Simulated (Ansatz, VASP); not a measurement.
# One calculation of AlRu, two programs

```
CELL_PARAMETERS angstrom
2.66535 0.00000 0.00000
0.00000 2.66535 0.00000
0.00000 0.00000 3.76880
ATOMIC_POSITIONS crystal
Al 0.00000 0.00000 0.00000
Ru 0.50000 0.50000 0.50000
```

Alike in both runs: task single point; functional PBE; k mesh 18 × 18 × 18; occupations gaussian, width 0.15 eV; no spin polarisation.

```csv
,VASP,Ansatz
version,VASP 6.6.1,Ansatz 0.2.0
potentials or method,"VASP PAW PBE potentials, release 64 (Al, Ru_pv), cutoff 520 eV","scalar-relativistic, plane waves, PAW"
valence electrons in the cell,17,19
```

|  | VASP | Ansatz | Ansatz less VASP |
| --- | --- | --- | --- |
| gap on the k mesh at the Fermi level (eV) | none | none | - |
| pressure (GPa) | 11.0 | 11.1 | +0.01 |
| traceless stress, the component that is largest in VASP (GPa) | -15.36 | -15.35 | +0.008 |

A gap of «none» marks a metal or a gap that the smearing closes. VASP's potentials hold 17 valence electrons a cell and Ansatz's 19, so a difference there can come from the potentials and not from the codes.
